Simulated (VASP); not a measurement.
# Rh (Fd-3m) in VASP: single point with PBEsol

Aim: the single point of Rh with PBEsol.

Program: VASP 6.6.1. These are calculated values, not measurements. Logs are shortened: lines on timing, memory, paths and dates and some standing lists are left out, and cuts for length are marked.

### 1 The cell of the first run

It takes space group Fd-3m (No. 227, cubic). Conventional cell: a = 5.441 Å, b = 5.441 Å, c = 5.441 Å, α = 90.00°, β = 90.00°, γ = 90.00°. Rh (site symmetry -43m) has 4 Rh at 2.36 Å within 3.1 Å.

### 2 Single point, PBEsol

Contents of INCAR:

```
PREC = Accurate
ENCUT = 520
EDIFF = 1E-6
ISMEAR = -1
SIGMA = 0.13605693000000002
LREAL = False
LASPH = True
NELM = 100
ALGO = Normal
ISIF = 2
LWAVE = False
LCHARG = False
GGA = PS
NBANDS = 22
```

Contents of KPOINTS:

```
regular mesh
0
Gamma
  9 9 9
```

Contents of POSCAR:

```
Rh
1.0
    0.0000000000      2.7205564029      2.7205564029
    2.7205564029      0.0000000000      2.7205564029
    2.7205564029      2.7205564029      0.0000000000
Rh
2
Direct
    0.0000000000      0.0000000000      0.0000000000
    0.2500000000      0.2500000000      0.2500000000
```

Potentials or basis: VASP PAW PBE potentials, release 64 (Rh_pv).

Started as:

```bash
$ cat potpaw_PBE.64/Rh_pv/POTCAR > POTCAR
$ mpirun -np 1 vasp_std > vasp.out
```

OUTCAR:

```text
PREC = Accurate
   ENCUT = 520
   EDIFF = 1E-6
   ISMEAR = -1
   LREAL = False
   LASPH = True
   NELM = 100
   ISIF = 2
   GGA = PS

 ion  position               nearest neighbor table
   1  0.000  0.000  0.000-   2 2.36   2 2.36   2 2.36   2 2.36
   2  0.250  0.250  0.250-   1 2.36   1 2.36   1 2.36   1 2.36

  LATTYP: Found a face centered cubic cell.
 ALAT       =     5.4411128058

  Lattice vectors:

 A1 = (   0.0000000000,   2.7205564029,   2.7205564029)
 A2 = (   2.7205564029,   0.0000000000,   2.7205564029)
 A3 = (   2.7205564029,   2.7205564029,   0.0000000000)

Analysis of symmetry for initial positions (statically):
=====================================================================
 Subroutine PRICEL returns:
 Original cell was already a primitive cell.

 Routine SETGRP: Setting up the symmetry group for a
 face centered cubic supercell.

 Subroutine GETGRP returns: Found 48 space group operations
 (whereof 24 operations were pure point group operations)
 out of a pool of 48 trial point group operations.

The static configuration has the point symmetry T_d .
 The point group associated with its full space group is O_h .

Analysis of symmetry for dynamics (positions and initial velocities):
=====================================================================
 Subroutine PRICEL returns:
 Original cell was already a primitive cell.

 Routine SETGRP: Setting up the symmetry group for a
 face centered cubic supercell.

 Subroutine GETGRP returns: Found 48 space group operations
 (whereof 24 operations were pure point group operations)
 out of a pool of 48 trial point group operations.

The dynamic configuration has the point symmetry T_d .
 The point group associated with its full space group is O_h .

 Subroutine INISYM returns: Found 48 space group operations
 (whereof 24 operations are pure point group operations),
 and found     1 'primitive' translations

----------------------------------------------------------------------------------------

                                     Primitive cell

  volume of cell :      40.2720

  direct lattice vectors                    reciprocal lattice vectors
     0.000000000  2.720556403  2.720556403    -0.183785934  0.183785934  0.183785934
[... 75 lines left out ...]
   NGXF,Y,Z  is equivalent  to a cutoff of  25.93, 25.93, 25.93 a.u.
 SYSTEM =  unknown system
   PREC   = accura    normal or accurate (medium, high low for compatibility)
   ISTART =      0    job   : 0-new  1-cont  2-samecut
   ICHARG =      2    charge: 1-file 2-atom 10-const
   ISPIN  =      1    spin polarized calculation?
   LNONCOLLINEAR =      F non collinear calculations
   LSORBIT =      F    spin-orbit coupling
   LASPH  =      T    aspherical Exc in radial PAW
   ENCUT  =  520.0 eV  38.22 Ry    6.18 a.u.   7.15  7.15  7.15*2*pi/ulx,y,z
   NELM   =    100;   NELMIN=  2; NELMDL= -5     # of ELM steps
   EDIFF  = 0.1E-05   stopping-criterion for ELM
   LREAL  =      F    real-space projection
   EDIFFG = 0.1E-04   stopping-criterion for IOM
   NSW    =      0    number of steps for IOM
   IBRION =     -1    ionic relax: 0-MD 1-quasi-New 2-CG
   NFREE  =      0    steps in history (QN), initial steepest desc. (CG)
   ISIF   =      2    stress and relaxation
   ISYM   =      2    0-nonsym 1-usesym 2-fastsym
   POTIM  = 0.5000    time-step for ionic-motion
   TEBEG  =    0.0;   TEEND  =   0.0 temperature during run
   PSTRESS=    0.0 pullay stress
   NELECT =      30.0000    total number of electrons
   NUPDOWN=      -1.0000    fix difference up-down
   EMIN   =  10.00;   EMAX   =-10.00  energy-range for DOS
   EFERMI =   0.00;   METHOD = LEGACY
   ISMEAR =    -1;   SIGMA  =   0.14  broadening in eV -4-tet -1-fermi 0-gaus
   EFERMI_NEDOS =   21; number of points for ismear=-14 and -15
   IALGO  =     38    algorithm
   IMIX   =      4    mixing-type and parameters
     AMIX     =   0.40;   BMIX     =  1.00
     AMIX_MAG =   1.60;   BMIX_MAG =  1.00
  volume/ion in A,a.u.               =      20.14       135.88
  Fermi-wavevector in a.u.,A,eV,Ry     =   1.484047  2.804441 29.965391  2.202394
  Thomas-Fermi vector in A             =   2.597632
   LORBIT       =      0    0 simple, 1 ext, 2 COOP (PROOUT), +10 PAW based schemes
   GGA     = PS    functional components
   LHFCALC =     F    Hartree Fock is set to
   AEXX    =    0.0000 exact exchange contribution
   IVDW    =     0    specifies the selected vdW correction
   LEPSILON=     F    determine dielectric tensor
   LRPA    =     F    only Hartree local field effects (RPA)
 non-spin polarized calculation
  energy-cutoff  :      520.00
  volume of cell :       40.27
 maximum number of plane-waves:      1094
 NGX is ok and might be reduce to    30
   NGX = 15   NGY = 15   NGZ = 15

 number of electron      30.0000010 magnetization

 Free energy of the ion-electron system (eV)
  ---------------------------------------------------
  ext. energy  EPLUGINS =         0.00000000
  ---------------------------------------------------
  free energy    TOTEN  =       -13.79115557 eV

  energy without entropy =      -13.60958428  energy(sigma->0) =      -13.70036992

 E-fermi :   6.6579     XC(G=0): -11.5426

 val. band max:        6.6462853869   @ k =   0.4444   0.1111   0.0000
 cond. band min:       6.6762456583   @ k =   0.4444   0.3333   0.0000
 fundamental gap:      0.0299602714
 Fermi energy:         6.6578822813

 k-point     1 :       0.0000    0.0000    0.0000
  band No.  band energies     occupation
      1     -40.5276      2.00000
      2     -40.5276      2.00000
      3     -40.5276      2.00000
      4     -39.8425      2.00000
      5     -39.8425      2.00000
      6     -39.8425      2.00000
[... 589 lines left out ...]
     21      17.0911      0.00000
     22      17.4765      0.00000

 [... further k-points ...]
[... 5 lines left out ...]
  --------------------------------------------------------------------------------------
  -------------------------------------------------------------------------------------
  Total       -0.0373150     -0.0373150     -0.0373150      0.0000000      0.0000000     -0.0000000
  in kB       -1.4845344     -1.4845344     -1.4845344      0.0000000      0.0000000     -0.0000000
  external PRESSURE =      -1.4845344 kB  Pullay stress =       0.0000000 kB

 VOLUME and BASIS-vectors are now :
 -----------------------------------------------------------------------------
  energy-cutoff  :      520.00
  volume of cell :       40.27
      direct lattice vectors                 reciprocal lattice vectors
     0.000000000  2.720556403  2.720556403    -0.183785934  0.183785934  0.183785934
     2.720556403  0.000000000  2.720556403     0.183785934 -0.183785934  0.183785934
     2.720556403  2.720556403  0.000000000     0.183785934  0.183785934 -0.183785934

 POSITION                                       TOTAL-FORCE (eV/Angst)
 -----------------------------------------------------------------------------------
      0.00000      0.00000      0.00000         0.000000      0.000000      0.000000
      1.36028      1.36028      1.36028        -0.000000     -0.000000     -0.000000
 -----------------------------------------------------------------------------------
    total drift:                                0.000000     -0.000000      0.000000

  FREE ENERGIE OF THE ION-ELECTRON SYSTEM (eV)
  ---------------------------------------------------
  free  energy   TOTEN  =       -13.7911555720 eV

  energy  without entropy=      -13.6095842768  energy(sigma->0) =      -13.70036992
```

OSZICAR:

```text
N       E                     dE             d eps       ncg     rms          rms(c)
DAV:   1     0.321727410422E+03    0.32173E+03   -0.18777E+04  1564   0.146E+03
DAV:   2    -0.792857083353E+01   -0.32966E+03   -0.31659E+03  1666   0.446E+02
DAV:   3    -0.144644804480E+02   -0.65359E+01   -0.64980E+01  1732   0.730E+01
DAV:   4    -0.145202931932E+02   -0.55813E-01   -0.55806E-01  1760   0.675E+00
DAV:   5    -0.145214731826E+02   -0.11800E-02   -0.11800E-02  1810   0.986E-01    0.117E+01
DAV:   6    -0.138249522176E+02    0.69652E+00   -0.22369E+00  1744   0.144E+01    0.452E+00
DAV:   7    -0.138012486421E+02    0.23704E-01   -0.25762E-02  1654   0.164E+00    0.252E+00
DAV:   8    -0.137910863842E+02    0.10162E-01   -0.70542E-03  1808   0.806E-01    0.695E-02
DAV:   9    -0.137911429851E+02   -0.56601E-04   -0.26060E-04  1752   0.164E-01    0.289E-02
DAV:  10    -0.137911562720E+02   -0.13287E-04   -0.10228E-05  1738   0.298E-02    0.759E-03
DAV:  11    -0.137911555720E+02    0.69999E-06   -0.85291E-07  1040   0.843E-03
   1 F= -.13791156E+02 E0= -.13700370E+02  d E =-.181571E+00
```

It took 23 s on 1 thread of Intel Xeon Platinum 8488C (Sapphire Rapids), shared host; peak memory 0.17 GiB.

What came out:

* Free energy: -13.7912 eV
* Pressure: -0.1 GPa
* Band gap on the k mesh: zero (band 15 reaches 7.29 eV, above the bottom of band 16 at 6.26 eV)

Levels at points of the mesh, in eV from the Fermi level:
| k point | band 13 | band 14 | band 15 | band 16 | band 17 | band 18 |
| --- | --- | --- | --- | --- | --- | --- |
| (0.00, 0.00, 0.00) | -1.49 | -1.49 | -1.49 | 0.44 | 0.44 | 12.59 |

Caveat: the PAW data sets were made with another functional, which shifts forces and pressure a little.
